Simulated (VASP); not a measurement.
# Sn2GeSe3 (Immm) in VASP: a series of runs

Runs on Sn2GeSe3. Level: PBE. Tasks: single point.

Everything below comes from runs of VASP 6.6.1. Logs are shortened: lines on timing, memory, paths and dates and some standing lists are left out, and cuts for length are marked.

### Step 1. The cell of the first run

It takes space group Immm (No. 71, orthorhombic). Conventional cell: a = 4.188 Å, b = 5.938 Å, c = 12.599 Å, α = 90.00°, β = 90.00°, γ = 90.00°. Within 3.9 Å of Sn (site symmetry mm2) lie 6 Se at 2.97 to 3.05 Å. Within 3.8 Å of Ge (site symmetry mmm) lie 6 Se at 2.87 to 2.97 Å. Within 4.4 Å of Se (site symmetry mm2) lie 2 Ge at 2.87 Å and 4 Sn at 2.97 to 3.05 Å and 12 Se at 3.93 to 4.33 Å. Within 3.9 Å of Se (site symmetry mmm) lie 2 Ge at 2.97 Å and 4 Sn at 2.97 Å.

### Step 2. Single point, PBE

Input file INCAR:

```
PREC     = Accurate       # precision mode
ENCUT    = 520            # plane-wave cutoff, eV
EDIFF    = 1E-6           # SCF threshold, eV
ISMEAR   = 0              # smearing method
SIGMA    = 0.1            # smearing width, eV
LREAL    = F              # projectors in reciprocal space
LASPH    = T              # aspherical terms in the spheres
NELM     = 100            # most SCF steps
ALGO     = Normal         # electronic algorithm
ISIF     = 2              # what is computed and relaxed
LWAVE    = F              # write WAVECAR
LCHARG   = F              # write CHGCAR
GGA      = PE             # functional
NBANDS   = 39             # bands
```

Input file KPOINTS:

```
regular mesh
0
Gamma
  6 6 6
```

Input file POSCAR:

```
Sn2GeSe3
1.0
   -2.0937577492      2.9689573417      6.2993318761
    2.0937577492     -2.9689573417      6.2993318761
    2.0937577492      2.9689573417     -6.2993318761
Sn Ge Se
2 1 3
Direct
    0.3327174446      0.3327174446      0.0000000000
    0.6672825554      0.6672825554      0.0000000000
    0.0000000000      0.0000000000      0.0000000000
    0.8438377400      0.3438377400      0.5000000000
    0.5000000000      0.0000000000      0.5000000000
    0.1561622600      0.6561622600      0.5000000000
```

Potentials or basis: VASP PAW PBE potentials, release 64 (Sn_d, Ge_d, Se).

Run with:

```console
$ cat potpaw_PBE.64/Sn_d/POTCAR potpaw_PBE.64/Ge_d/POTCAR potpaw_PBE.64/Se/POTCAR > POTCAR
$ mpirun -np 1 vasp_std > vasp.out
```

OUTCAR:

```text
PREC = Accurate
   ENCUT = 520
   EDIFF = 1E-6
   ISMEAR = 0
   LREAL = F
   LASPH = T
   NELM = 100
   ISIF = 2
   GGA = PE

 ion  position               nearest neighbor table
   1  0.333  0.333  0.000-   5 2.97   5 2.97   4 2.97   4 2.97   6 3.05   6 3.05
   2  0.667  0.667  0.000-   5 2.97   5 2.97   6 2.97   6 2.97   4 3.05   4 3.05
   3  0.000  0.000  0.000-
   4  0.844  0.344  0.500-   1 2.97   1 2.97   2 3.05   2 3.05
   5  0.500  0.000  0.500-   2 2.97   1 2.97   2 2.97   1 2.97
   6  0.156  0.656  0.500-   2 2.97   2 2.97   1 3.05   1 3.05

  LATTYP: Found a body centered orthorhombic cell.
 ALAT       =     4.1875154984
 B/A-ratio  =     1.4180042284
 C/A-ratio  =     3.0086249847

  Lattice vectors:

 A1 = (  -2.0937577492,   2.9689573417,   6.2993318761)
 A2 = (   2.0937577492,  -2.9689573417,   6.2993318761)
 A3 = (   2.0937577492,   2.9689573417,  -6.2993318761)

Analysis of symmetry for initial positions (statically):
=====================================================================
 Subroutine PRICEL returns:
 Original cell was already a primitive cell.

 Routine SETGRP: Setting up the symmetry group for a
 body centered orthorhombic supercell.

 Subroutine GETGRP returns: Found  8 space group operations
 (whereof  8 operations were pure point group operations)
 out of a pool of  8 trial point group operations.

The static configuration has the point symmetry D_2h.

Analysis of symmetry for dynamics (positions and initial velocities):
=====================================================================
 Subroutine PRICEL returns:
 Original cell was already a primitive cell.

 Routine SETGRP: Setting up the symmetry group for a
 body centered orthorhombic supercell.

 Subroutine GETGRP returns: Found  8 space group operations
 (whereof  8 operations were pure point group operations)
 out of a pool of  8 trial point group operations.

The dynamic configuration has the point symmetry D_2h.

 Subroutine INISYM returns: Found  8 space group operations
 (whereof  8 operations are pure point group operations),
 and found     1 'primitive' translations

----------------------------------------------------------------------------------------

                                     Primitive cell

  volume of cell :     156.6336

  direct lattice vectors                    reciprocal lattice vectors
    -2.093757749  2.968957342  6.299331876     0.000000000  0.168409291  0.079373497
     2.093757749 -2.968957342  6.299331876     0.238805086  0.000000000  0.079373497
     2.093757749  2.968957342 -6.299331876     0.238805086  0.168409291  0.000000000

  length of vectors
     7.271871237  7.271871237  7.271871237     0.186176908  0.251650594  0.292214918

  position of ions in fractional coordinates (direct lattice)
     0.332717445  0.332717445  0.000000000
     0.667282555  0.667282555  0.000000000
     0.000000000  0.000000000  0.000000000
     0.843837740  0.343837740  0.500000000
     0.500000000  0.000000000  0.500000000
     0.156162260  0.656162260  0.500000000

  ion indices of the primitive-cell ions
   primitive index   ion index
                 1           1
                 2           2
                 3           3
                 4           4
                 5           5
                 6           6

----------------------------------------------------------------------------------------

 KPOINTS: regular mesh

Automatic generation of k-mesh.
 Grid dimensions read from file:
 generate k-points for:    6    6    6

 Generating k-lattice:

  Cartesian coordinates                     Fractional coordinates (reciprocal lattice)
     0.000000000  0.028068215  0.013228916     0.166666667  0.000000000 -0.000000000
     0.039800848  0.000000000  0.013228916     0.000000000  0.166666667 -0.000000000
     0.039800848  0.028068215  0.000000000     0.000000000  0.000000000  0.166666667

  Length of vectors
     0.031029485  0.041941766  0.048702486

  Shift w.r.t. Gamma in fractional coordinates (k-lattice)
     0.000000000  0.000000000  0.000000000

 Subroutine IBZKPT returns following result:
 ===========================================

 Found     46 irreducible k-points:

 Following reciprocal coordinates:
            Coordinates               Weight
  0.000000  0.000000  0.000000      1.000000
  0.166667  0.000000  0.000000      4.000000
  0.333333  0.000000  0.000000      4.000000
  0.500000 -0.000000  0.000000      2.000000
  0.000000  0.166667  0.000000      4.000000
  0.166667  0.166667 -0.000000      8.000000
[... 16 lines left out ...]
 -0.166667  0.166667  0.166667      2.000000
  0.166667  0.333333  0.166667      4.000000
 [... further k-points ...]
   k-points           NKPTS =     46   k-points in BZ     NKDIM =     46   number of bands    NBANDS=     39
   number of dos      NEDOS =    301   number of ions     NIONS =      6
   total plane-waves  NPLWV = 157464
   dimension x,y,z NGX =    54 NGY =   54 NGZ =   54
   dimension x,y,z NGXF=   108 NGYF=  108 NGZF=  108
   ions per type =               2   1   3
   NGX,Y,Z   is equivalent  to a cutoff of  12.35, 12.35, 12.35 a.u.
   NGXF,Y,Z  is equivalent  to a cutoff of  24.69, 24.69, 24.69 a.u.
 SYSTEM =  unknown system
   PREC   = accura    normal or accurate (medium, high low for compatibility)
   ISTART =      0    job   : 0-new  1-cont  2-samecut
   ICHARG =      2    charge: 1-file 2-atom 10-const
   ISPIN  =      1    spin polarized calculation?
   LNONCOLLINEAR =      F non collinear calculations
   LSORBIT =      F    spin-orbit coupling
   LASPH  =      T    aspherical Exc in radial PAW
   ENCUT  =  520.0 eV  38.22 Ry    6.18 a.u.  13.52 13.52 13.52*2*pi/ulx,y,z
   NELM   =    100;   NELMIN=  2; NELMDL= -5     # of ELM steps
   EDIFF  = 0.1E-05   stopping-criterion for ELM
   LREAL  =      F    real-space projection
   EDIFFG = 0.1E-04   stopping-criterion for IOM
   NSW    =      0    number of steps for IOM
   IBRION =     -1    ionic relax: 0-MD 1-quasi-New 2-CG
   NFREE  =      0    steps in history (QN), initial steepest desc. (CG)
   ISIF   =      2    stress and relaxation
   ISYM   =      2    0-nonsym 1-usesym 2-fastsym
   POTIM  = 0.5000    time-step for ionic-motion
   TEBEG  =    0.0;   TEEND  =   0.0 temperature during run
   PSTRESS=    0.0 pullay stress
   NELECT =      60.0000    total number of electrons
   NUPDOWN=      -1.0000    fix difference up-down
   EMIN   =  10.00;   EMAX   =-10.00  energy-range for DOS
   EFERMI =   0.00;   METHOD = LEGACY
   ISMEAR =     0;   SIGMA  =   0.10  broadening in eV -4-tet -1-fermi 0-gaus
   EFERMI_NEDOS =   21; number of points for ismear=-14 and -15
   IALGO  =     38    algorithm
   IMIX   =      4    mixing-type and parameters
     AMIX     =   0.40;   BMIX     =  1.00
     AMIX_MAG =   1.60;   BMIX_MAG =  1.00
  volume/ion in A,a.u.               =      26.11       176.17
  Fermi-wavevector in a.u.,A,eV,Ry     =   1.188950  2.246790 19.233227  1.413602
  Thomas-Fermi vector in A             =   2.325068
   LORBIT       =      0    0 simple, 1 ext, 2 COOP (PROOUT), +10 PAW based schemes
   GGA     = PE    functional components
   LHFCALC =     F    Hartree Fock is set to
   AEXX    =    0.0000 exact exchange contribution
   IVDW    =     0    specifies the selected vdW correction
   LEPSILON=     F    determine dielectric tensor
   LRPA    =     F    only Hartree local field effects (RPA)
 non-spin polarized calculation
 Gauss-broadening in eV      SIGMA  =   0.10
  energy-cutoff  :      520.00
  volume of cell :      156.63
 maximum number of plane-waves:      4251
   NGX = 27   NGY = 27   NGZ = 27

 number of electron      59.9999995 magnetization

 Free energy of the ion-electron system (eV)
  ---------------------------------------------------
  ext. energy  EPLUGINS =         0.00000000
  ---------------------------------------------------
  free energy    TOTEN  =       -24.80210105 eV

  energy without entropy =      -24.80198829  energy(sigma->0) =      -24.80204467

 E-fermi :   5.4526     XC(G=0):  -9.6670

 val. band max:        5.2994427982   @ k =   0.5000  -0.0000   0.0000
 cond. band min:       5.6337137546   @ k =   0.3333   0.3333   0.1667
 fundamental gap:      0.3342709564
 Fermi energy:         5.4525811345

 k-point     1 :       0.0000    0.0000    0.0000
  band No.  band energies     occupation
      1     -19.8397      2.00000
      2     -19.8328      2.00000
      3     -19.8321      2.00000
      4     -19.8245      2.00000
      5     -19.8223      2.00000
      6     -16.4088      2.00000
[... 31 lines left out ...]
     38      10.0128      0.00000
     39      10.7002      0.00000

 k-point     2 :       0.1667    0.0000    0.0000
  band No.  band energies     occupation
      1     -19.8396      2.00000
      2     -19.8328      2.00000
      3     -19.8321      2.00000
      4     -19.8244      2.00000
      5     -19.8223      2.00000
      6     -16.4076      2.00000
[... 31 lines left out ...]
     38       9.6757      0.00000
     39      10.0542      0.00000

 k-point     3 :       0.3333    0.0000    0.0000
  band No.  band energies     occupation
      1     -19.8395      2.00000
      2     -19.8329      2.00000
      3     -19.8322      2.00000
      4     -19.8244      2.00000
      5     -19.8223      2.00000
      6     -16.4047      2.00000
[... 31 lines left out ...]
     38       8.9662      0.00000
     39       9.2487      0.00000

 k-point     4 :       0.5000   -0.0000    0.0000
  band No.  band energies     occupation
      1     -19.8394      2.00000
      2     -19.8329      2.00000
      3     -19.8322      2.00000
      4     -19.8244      2.00000
      5     -19.8223      2.00000
      6     -16.4024      2.00000
[... 31 lines left out ...]
     38       8.7883      0.00000
     39       8.9367      0.00000
[... 754 lines left out ...]
     38       9.4184      0.00000
     39       9.8499      0.00000

 k-point    23 :      -0.1667    0.1667    0.1667
  band No.  band energies     occupation
      1     -19.8385      2.00000
      2     -19.8334      2.00000
      3     -19.8321      2.00000
      4     -19.8263      2.00000
      5     -19.8208      2.00000
      6     -16.4090      2.00000
[... 31 lines left out ...]
     38      10.6171      0.00000
     39      10.7466      0.00000

 k-point    24 :       0.1667    0.3333    0.1667
  band No.  band energies     occupation
      1     -19.8380      2.00000
      2     -19.8336      2.00000
      3     -19.8320      2.00000
      4     -19.8269      2.00000
      5     -19.8202      2.00000
      6     -16.4109      2.00000
[... 31 lines left out ...]
     38       9.4372      0.00000
     39      10.7938      0.00000

 [... further k-points ...]

------------------------ aborting loop because EDIFF is reached ----------------------------------------

  FORCE on cell =-STRESS in cart. coord.  units (eV):
  Direction    XX          YY          ZZ          XY          YZ          ZX
  --------------------------------------------------------------------------------------
  -------------------------------------------------------------------------------------
  Total       -0.0843182      0.0349540     -0.0182705      0.0000000      0.0000000      0.0000000
  in kB       -0.8624756      0.3575388     -0.1868860      0.0000000      0.0000000      0.0000000
  external PRESSURE =      -0.2306076 kB  Pullay stress =       0.0000000 kB

 VOLUME and BASIS-vectors are now :
 -----------------------------------------------------------------------------
  energy-cutoff  :      520.00
  volume of cell :      156.63
      direct lattice vectors                 reciprocal lattice vectors
    -2.093757749  2.968957342  6.299331876     0.000000000  0.168409291  0.079373497
     2.093757749 -2.968957342  6.299331876     0.238805086  0.000000000  0.079373497
     2.093757749  2.968957342 -6.299331876     0.238805086  0.168409291  0.000000000

 POSITION                                       TOTAL-FORCE (eV/Angst)
 -----------------------------------------------------------------------------------
      0.00000      0.00000      4.19180        -0.000000     -0.000000     -0.034158
      0.00000      0.00000      8.40687         0.000000      0.000000      0.034158
      0.00000      0.00000      0.00000         0.000000      0.000000     -0.000000
      0.00000      2.96896      4.33190        -0.000000     -0.000000      0.015029
      0.00000      2.96896      0.00000         0.000000      0.000000      0.000000
      2.09376      0.00000      1.96744         0.000000      0.000000     -0.015029
 -----------------------------------------------------------------------------------
    total drift:                                0.000000      0.000000     -0.000000

  FREE ENERGIE OF THE ION-ELECTRON SYSTEM (eV)
  ---------------------------------------------------
  free  energy   TOTEN  =       -24.8021010485 eV

  energy  without entropy=      -24.8019882911  energy(sigma->0) =      -24.80204467
```

It took 7.2 min on 1 thread of Intel Xeon Platinum 8259CL at 2.50GHz (Skylake/Cascade Lake), shared host; peak memory 0.56 GiB.

Results:

```yaml
Free_energy: -24.8021 eV
Pressure: 0.0 GPa
Largest_force: 0.034 eV/Å
Band_gap_on_the_k_mesh: 0.33 eV (least direct gap 0.35 eV)
```

Forces on the atoms (eV/Å):
```
Sn   0.000  0.000 -0.034
Sn   0.000  0.000  0.034
Ge   0.000  0.000  0.000
Se   0.000  0.000  0.015
Se   0.000  0.000  0.000
Se   0.000  0.000 -0.015
```

Stress tensor (GPa, compression positive):
```
-0.09  0.00  0.00
 0.00  0.04  0.00
 0.00  0.00 -0.02
```

Caveat: semilocal functionals underestimate gaps, and a narrow one can read as zero; spin-orbit coupling is left out, which moves the levels of the heavy elements. A k mesh can miss the band edges.

### Step 3. Single point, PBE

This run uses another cell than the first one, of 26.70 Å³/atom.

Input file INCAR:

```
SYSTEM = Sn2GeSe3
  PREC = Accurate
  ENCUT = 520
  EDIFF = 1E-7
  ISMEAR = 0
  SIGMA = 0.1
  LREAL = .False.
  LASPH = .True.
  NELM = 80
  ALGO = Normal
  ISIF = 2
  LWAVE = .False.
  LCHARG = .True.
  GGA = PE
  LELF = .True.
  LVHAR = .True.
  NBANDS = 39
```

Input file KPOINTS:

```
Automatic mesh
0
Gamma
  6 6 6
  0 0 0
```

Input file POSCAR:

```
Sn2GeSe3
1.0
   -2.1134189100      2.9888256900      6.3402567400
    2.1134189100     -2.9888256900      6.3402567400
    2.1134189100      2.9888256900     -6.3402567400
Sn Ge Se
2 1 3
Direct
    0.3333333300      0.3333333300      0.0000000000
    0.6666666700      0.6666666700      0.0000000000
    0.0000000000      0.0000000000      0.0000000000
    0.8333333300      0.3333333300      0.5000000000
    0.5000000000      0.0000000000      0.5000000000
    0.1666666700      0.6666666700      0.5000000000
```

Potentials or basis: VASP PAW PBE potentials, release 64 (Sn_d, Ge_d, Se).

Run with:

```console
$ cat potpaw_PBE.64/Sn_d/POTCAR potpaw_PBE.64/Ge_d/POTCAR potpaw_PBE.64/Se/POTCAR > POTCAR
$ mpirun -np 1 vasp_std > vasp.out
```

Run time: 9 min. Hardware: 1 thread of Intel Xeon Platinum 8259CL at 2.50GHz (Skylake/Cascade Lake), shared host; peak memory 0.54 GiB.

It converged, with:

```
Free energy            : -24.7185 eV
Pressure               : -1.0 GPa
Largest force          : 0.515 eV/Å
Band gap on the k mesh : 0.38 eV
```

Forces on the atoms (eV/Å):
```
Sn   0.000  0.000  0.052
Sn   0.000  0.000 -0.052
Ge   0.000  0.000  0.000
Se   0.000  0.000  0.515
Se   0.000  0.000  0.000
Se   0.000  0.000 -0.515
```

Stress tensor (GPa, compression positive):
```
-0.95  0.00  0.00
 0.00 -0.92  0.00
 0.00  0.00 -1.01
```

Levels at points of the mesh, in eV from the valence-band top:
| k point | band 27 | band 28 | band 29 | band 30 | band 31 | band 32 | band 33 | band 34 |
| --- | --- | --- | --- | --- | --- | --- | --- | --- |
| (0.00, 0.00, 0.00) | -2.13 | -2.13 | -2.13 | -1.86 | 2.29 | 2.44 | 2.58 | 2.95 |
| (0.50, 0.00, 0.00) | -1.88 | -1.72 | -1.27 | 0.00 | 0.38 | 0.95 | 1.03 | 1.62 |
| (0.00, 0.50, 0.00) | -3.37 | -3.25 | -1.56 | -1.31 | 1.59 | 1.97 | 3.10 | 3.14 |
| (0.50, 0.50, 0.00) | -1.88 | -1.16 | -0.74 | -0.02 | 0.42 | 0.74 | 1.05 | 1.28 |
| (0.50, 0.50, 0.50) | -1.73 | -1.72 | -0.69 | -0.34 | 1.07 | 1.28 | 1.36 | 1.95 |

Caveat: semilocal functionals underestimate gaps, and a narrow one can read as zero; spin-orbit coupling is left out, which moves the levels of the heavy elements. A k mesh can miss the band edges.
